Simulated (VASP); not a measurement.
# NaLa (P-6m2) in VASP: notebook

The runs below take NaLa through single point, with PBEsol+D3(BJ).

All numbers are computed with VASP 6.6.1; they aren't measurements. Logs are shortened: lines on timing, memory, paths and dates and some standing lists are left out, and cuts for length are marked.

### 1 The cell of the first run

The structure is hexagonal, space group P-6m2 (No. 187). The conventional cell has a = 3.545 Å, b = 3.545 Å, c = 6.374 Å, α = 90.00°, β = 90.00°, γ = 120.00°. Na (site symmetry -6m2) has 6 Na at 3.55 Å and 6 La at 3.79 Å within 4.7 Å. Within 4.7 Å of La (site symmetry -6m2) lie 6 La at 3.55 Å and 6 Na at 3.79 Å.

### 2 Single point, PBEsol+D3(BJ)

Contents of INCAR:

```
SYSTEM = NaLa
  PREC = Accurate
  ENCUT = 500
  EDIFF = 1E-6
  ISMEAR = 1
  SIGMA = 0.1
  LREAL = .FALSE.
  LASPH = .TRUE.
  NELM = 200
  ALGO = Normal
  ISIF = 2
  LWAVE = .FALSE.
  LCHARG = .FALSE.
  GGA = PS
  IVDW = 12
  NBANDS = 16
  GGA_COMPAT = .FALSE.
  LMAXMIX = 6
```

Contents of KPOINTS:

```
regular mesh
0
G
  7 7 4
  0 0 0
```

Contents of POSCAR:

```
NaLa
1.0
    3.5451162913      0.0000000000      0.0000000000
   -1.7725576541      3.0701607889      0.0000000000
    0.0000000000      0.0000000000      6.3738661557
Na La
1 1
Direct
    0.0000000000      0.0000000000      0.0000000000
    0.3333333333      0.6666666667      0.5000000000
```

Potentials or basis: VASP PAW PBE potentials, release 64 (Na_pv, La).

Command:

```bash
cat potpaw_PBE.64/Na_pv/POTCAR potpaw_PBE.64/La/POTCAR > POTCAR
mpirun -np 1 vasp_std > vasp.out
```

OUTCAR:

```text
SYSTEM = NaLa
   PREC = Accurate
   ENCUT = 500
   EDIFF = 1E-6
   ISMEAR = 1
   LREAL = .FALSE.
   LASPH = .TRUE.
   NELM = 200
   ISIF = 2
   GGA = PS
   IVDW = 12
 IVDW          = 12

 ion  position               nearest neighbor table
   1  0.000  0.000  0.000-
   2  0.333  0.667  0.500-

  LATTYP: Found a hexagonal cell.
 ALAT       =     3.5451162913
 C/A-ratio  =     1.7979286523

  Lattice vectors:

 A1 = (   3.5451162913,   0.0000000000,   0.0000000000)
 A2 = (  -1.7725576541,   3.0701607889,   0.0000000000)
 A3 = (   0.0000000000,   0.0000000000,   6.3738661557)

Analysis of symmetry for initial positions (statically):
=====================================================================
 Subroutine PRICEL returns:
 Original cell was already a primitive cell.

 Routine SETGRP: Setting up the symmetry group for a
 hexagonal supercell.

 Subroutine GETGRP returns: Found 12 space group operations
 (whereof 12 operations were pure point group operations)
 out of a pool of 24 trial point group operations.

The static configuration has the point symmetry D_3h.

Analysis of symmetry for dynamics (positions and initial velocities):
=====================================================================
 Subroutine PRICEL returns:
 Original cell was already a primitive cell.

 Routine SETGRP: Setting up the symmetry group for a
 hexagonal supercell.

 Subroutine GETGRP returns: Found 12 space group operations
 (whereof 12 operations were pure point group operations)
 out of a pool of 24 trial point group operations.

The dynamic configuration has the point symmetry D_3h.

 Subroutine INISYM returns: Found 12 space group operations
 (whereof 12 operations are pure point group operations),
 and found     1 'primitive' translations

----------------------------------------------------------------------------------------

                                     Primitive cell

  volume of cell :      69.3737

  direct lattice vectors                    reciprocal lattice vectors
     3.545116291  0.000000000  0.000000000     0.282078194  0.162857875  0.000000000
    -1.772557654  3.070160789  0.000000000     0.000000000  0.325715840  0.000000000
     0.000000000  0.000000000  6.373866156     0.000000000  0.000000000  0.156890649

  length of vectors
     3.545116291  3.545116064  6.373866156     0.325715819  0.325715840  0.156890649

  position of ions in fractional coordinates (direct lattice)
     0.000000000  0.000000000  0.000000000
[... 69 lines left out ...]
   ISTART =      0    job   : 0-new  1-cont  2-samecut
   ICHARG =      2    charge: 1-file 2-atom 10-const
   ISPIN  =      1    spin polarized calculation?
   LNONCOLLINEAR =      F non collinear calculations
   LSORBIT =      F    spin-orbit coupling
   LASPH  =      T    aspherical Exc in radial PAW
   ENCUT  =  500.0 eV  36.75 Ry    6.06 a.u.   6.46  6.46 11.62*2*pi/ulx,y,z
   NELM   =    200;   NELMIN=  2; NELMDL= -5     # of ELM steps
   EDIFF  = 0.1E-05   stopping-criterion for ELM
   LREAL  =      F    real-space projection
[... 7 lines left out ...]
   TEBEG  =    0.0;   TEEND  =   0.0 temperature during run
   PSTRESS=    0.0 pullay stress
   NELECT =      18.0000    total number of electrons
   NUPDOWN=      -1.0000    fix difference up-down
   EMIN   =  10.00;   EMAX   =-10.00  energy-range for DOS
   EFERMI =   0.00;   METHOD = LEGACY
   ISMEAR =     1;   SIGMA  =   0.10  broadening in eV -4-tet -1-fermi 0-gaus
   EFERMI_NEDOS =   21; number of points for ismear=-14 and -15
   IALGO  =     38    algorithm
   IMIX   =      4    mixing-type and parameters
     AMIX     =   0.40;   BMIX     =  1.00
     AMIX_MAG =   1.60;   BMIX_MAG =  1.00
  volume/ion in A,a.u.               =      34.69       234.08
  Fermi-wavevector in a.u.,A,eV,Ry     =   1.044161  1.973178 14.834055  1.090272
  Thomas-Fermi vector in A             =   2.178902
   LORBIT       =      0    0 simple, 1 ext, 2 COOP (PROOUT), +10 PAW based schemes
   GGA     = PS    functional components
   LHFCALC =     F    Hartree Fock is set to
   AEXX    =    0.0000 exact exchange contribution
   IVDW    =    12    specifies the selected vdW correction
   LEPSILON=     F    determine dielectric tensor
   LRPA    =     F    only Hartree local field effects (RPA)
 non-spin polarized calculation
 Methfessel and Paxton  Order N= 1 SIGMA  =   0.10
  energy-cutoff  :      500.00
  volume of cell :       69.37
 maximum number of plane-waves:      1787
 NGX is ok and might be reduce to    28
   NGX = 13   NGY = 13   NGZ = 23

 number of electron      17.9999988 magnetization

 Free energy of the ion-electron system (eV)
  ---------------------------------------------------
  ext. energy  EPLUGINS =         0.00000000
  ---------------------------------------------------
  free energy    TOTEN  =        -6.38268632 eV

  energy without entropy =       -6.38404733  energy(sigma->0) =       -6.38313999

 E-fermi :   4.4441     XC(G=0):  -8.3971

 val. band max:        4.3720468389   @ k =   0.0000   0.0000   0.5000
 cond. band min:       4.4578350524   @ k =   0.2857   0.0000   0.2500
 fundamental gap:      0.0857882135
 Fermi energy:         4.4440562088

 k-point     1 :       0.0000    0.0000    0.0000
  band No.  band energies     occupation
      1     -28.6316      2.00000
      2     -19.8332      2.00000
      3     -19.8281      2.00000
      4     -19.8281      2.00000
      5     -12.3714      2.00000
      6     -11.3911      2.00000
[... 433 lines left out ...]
      3     -19.8546      2.00000
      4     -19.8245      2.00000
      5     -12.7276      2.00000
      6     -12.3188      2.00000
[... 8 lines left out ...]
     15       6.2466     -0.00000
     16       6.5345      0.00000

------------------------ aborting loop because EDIFF is reached ----------------------------------------

 Edisp (eV)   -0.64516

 E8    (eV) :    -0.4869

  FORCE on cell =-STRESS in cart. coord.  units (eV):
  Direction    XX          YY          ZZ          XY          YZ          ZX
  --------------------------------------------------------------------------------------
  -------------------------------------------------------------------------------------
  Total      -1.00804    -1.00804    -0.51695    -0.00000     0.00000     0.00000
  in kB     -23.28049   -23.28049   -11.93901    -0.00000     0.00000     0.00000
  external pressure =      -19.50 kB  Pullay stress =        0.00 kB

 VOLUME and BASIS-vectors are now :
 -----------------------------------------------------------------------------
  energy-cutoff  :      500.00
  volume of cell :       69.37
      direct lattice vectors                 reciprocal lattice vectors
     3.545116291  0.000000000  0.000000000     0.282078194  0.162857875  0.000000000
    -1.772557654  3.070160789  0.000000000     0.000000000  0.325715840  0.000000000
     0.000000000  0.000000000  6.373866156     0.000000000  0.000000000  0.156890649

 POSITION                                       TOTAL-FORCE (eV/Angst)
 -----------------------------------------------------------------------------------
      0.00000      0.00000      0.00000        -0.000000      0.000000      0.000000
      0.00000      2.04677      3.18693         0.000000     -0.000000      0.000000
 -----------------------------------------------------------------------------------
    total drift:                               -0.000001     -0.000000     -0.000000

  FREE ENERGIE OF THE ION-ELECTRON SYSTEM (eV)
  ---------------------------------------------------
  free  energy   TOTEN  =        -7.0278509330 eV

  energy  without entropy=       -7.0292119437  energy(sigma->0) =       -7.02830460
```

OSZICAR:

```text
N       E                     dE             d eps       ncg     rms          rms(c)
DAV:   1     0.179452705657E+03    0.17945E+03   -0.76087E+03   768   0.143E+03
DAV:   2     0.120928344318E+02   -0.16736E+03   -0.16319E+03   992   0.284E+02
DAV:   3    -0.487017672102E+01   -0.16963E+02   -0.16664E+02   912   0.109E+02
DAV:   4    -0.699838726684E+01   -0.21282E+01   -0.20194E+01  1520   0.286E+01
DAV:   5    -0.706565183025E+01   -0.67265E-01   -0.67231E-01   928   0.492E+00    0.303E+00
DAV:   6    -0.643615775393E+01    0.62949E+00   -0.14848E+00  1296   0.599E+00    0.143E+00
DAV:   7    -0.638873030208E+01    0.47427E-01   -0.15865E-01  1128   0.215E+00    0.568E-01
DAV:   8    -0.638325592170E+01    0.54744E-02   -0.34806E-02  1440   0.158E+00    0.137E-01
DAV:   9    -0.638272270439E+01    0.53322E-03   -0.31962E-03  1120   0.309E-01    0.571E-02
DAV:  10    -0.638269966983E+01    0.23035E-04   -0.46210E-04  1352   0.172E-01    0.140E-02
DAV:  11    -0.638268711792E+01    0.12552E-04   -0.85612E-05  1224   0.548E-02    0.600E-03
DAV:  12    -0.638268632162E+01    0.79630E-06   -0.59044E-06  1104   0.208E-02
   1 F= -.70278509E+01 E0= -.70283046E+01  d E =0.136101E-02
```

stdout:

```text
POSCAR found type information on POSCAR NaLa
 POSCAR found :  2 types and       2 ions
 scaLAPACK will be used
 -----------------------------------------------------------------------------
|                                                                             |
|                                                                             |
|     You enforced a specific xc type in the INCAR file but a different       |
|     I HOPE YOU KNOW WHAT YOU ARE DOING!                                     |
|                                                                             |
 -----------------------------------------------------------------------------

 LDA part: xc-table for (Slater+PW92), standard interpolation
 POSCAR, INCAR and KPOINTS ok, starting setup
 FFT: planning ... GRIDC
 FFT: planning ... GRID_SOFT
 FFT: planning ... GRID
 WAVECAR not read
 entering main loop
```

Wall time 35 s (1 thread of Intel Xeon 8259CL, shared host); peak memory 0.21 GiB.

What came out:

```yaml
Free_energy: -7.0279 eV
Pressure: -1.9 GPa
Band_gap_on_the_k_mesh: zero (bands 9 and 10 overlap by 0.74 eV)
Dispersion_energy_per_atom: -0.323 eV
```

Stress tensor (GPa, compression positive):
```
-2.33  0.00  0.00
 0.00 -2.33  0.00
 0.00  0.00 -1.19
```

Levels at points of the mesh, in eV from the Fermi level:
| k point | band 7 | band 8 | band 9 | band 10 | band 11 | band 12 |
| --- | --- | --- | --- | --- | --- | --- |
| (0.00, 0.00, 0.00) | -15.84 | -3.38 | -1.30 | 0.84 | 1.13 | 1.73 |
| (0.00, 0.00, 0.50) | -15.84 | -2.39 | -2.08 | -0.07 | 1.13 | 1.43 |

Caveat: the PAW data sets were made with another functional, which shifts forces and pressure a little; spin-orbit coupling is left out, which moves the levels of the heavy elements.

### 3 Single point, PBEsol+D3(BJ)

This run uses another cell than the first one, of 37.97 Å³/atom.

Contents of INCAR:

```
PREC = Accurate
ENCUT = 500
EDIFF = 1E-6
ISMEAR = 1
SIGMA = 0.1
LREAL = False
LASPH = True
NELM = 200
ALGO = Normal
ISIF = 2
LWAVE = False
LCHARG = True
GGA = PS
IVDW = 12
LELF = True
LVHAR = True
NBANDS = 16
GGA_COMPAT = False
LMAXMIX = 6
```

Contents of KPOINTS:

```
regular mesh
0
Gamma
  7 7 4
```

Contents of POSCAR:

```
NaLa
1.0
    3.6537071132      0.0000000000      0.0000000000
   -1.8268530500      3.1642031999      0.0000000000
    0.0000000000      0.0000000000      6.5691047056
Na La
1 1
Direct
    0.0000000000      0.0000000000      0.0000000000
    0.3333333333      0.6666666667      0.5000000000
```

Potentials or basis: VASP PAW PBE potentials, release 64 (Na_pv, La).

Command:

```bash
cat potpaw_PBE.64/Na_pv/POTCAR potpaw_PBE.64/La/POTCAR > POTCAR
mpirun -np 1 vasp_std > vasp.out
```

It took 36 s on 1 thread of Intel Xeon 8259CL, shared host; peak memory 0.21 GiB.

The run converged. Its results:

| Quantity | Value |
| --- | --- |
| Free energy | -6.9231 eV |
| Pressure | -3.1 GPa |
| Band gap on the k mesh | zero (bands 9 and 10 overlap by 0.68 eV) |
| Dispersion energy per atom | -0.294 eV |

Stress tensor (GPa, compression positive):
```
-3.48  0.00  0.00
 0.00 -3.48  0.00
 0.00  0.00 -2.36
```

Levels at points of the mesh, in eV from the Fermi level:
```csv
k point,band 7,band 8,band 9,band 10,band 11,band 12
"(0.00, 0.00, 0.00)",-16.12,-3.26,-1.25,0.70,1.07,1.57
"(0.00, 0.00, 0.50)",-16.12,-2.43,-2.00,0.01,1.07,1.32
```

Caveat: the cell stands under tension; the PAW data sets were made with another functional, which shifts forces and pressure a little; spin-orbit coupling is left out, which moves the levels of the heavy elements.

The gap in the log of VASP goes by the Fermi energy; the results here count the filled bands.